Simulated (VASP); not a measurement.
A run of VASP 6.6.1 is set up as follows.

The input INCAR:

```
  PREC = Accurate
  ENCUT = 520
  EDIFF = 1E-6
  ISMEAR = 0
  SIGMA = 0.15
  LREAL = False
  LASPH = True
  NELM = 80
  ALGO = Fast
  ISIF = 2
  LWAVE = False
  LCHARG = False
  GGA = PS
  IVDW = 12
  NBANDS = 13
```

Contents of KPOINTS:

```
regular mesh
0
Gamma
  22 22 22
```

Contents of POSCAR:

```
Sn
1.0
   -1.6986867263      1.7469041365      2.4156512206
    1.6986867263     -1.7469041365      2.4156512206
    1.6986867263      1.7469041365     -2.4156512206
Sn
1
Direct
    0.0000000000      0.0000000000      0.0000000000
```

Potentials or basis: VASP PAW PBE potentials, release 64 (Sn_d).

The run is started by

```console
$ cat potpaw_PBE.64/Sn_d/POTCAR > POTCAR
$ mpirun -np 1 vasp_std > vasp.out
```

(1) Estimate the dispersion energy per atom.

(2) Estimate the pressure.

## Answers

(1) -0.368 eV.

(2) -5.7 GPa.

Caveat: the PAW data sets were made with another functional, which shifts forces and pressure a little; pairwise dispersion overbinds metals, which lowers pressure and volume.
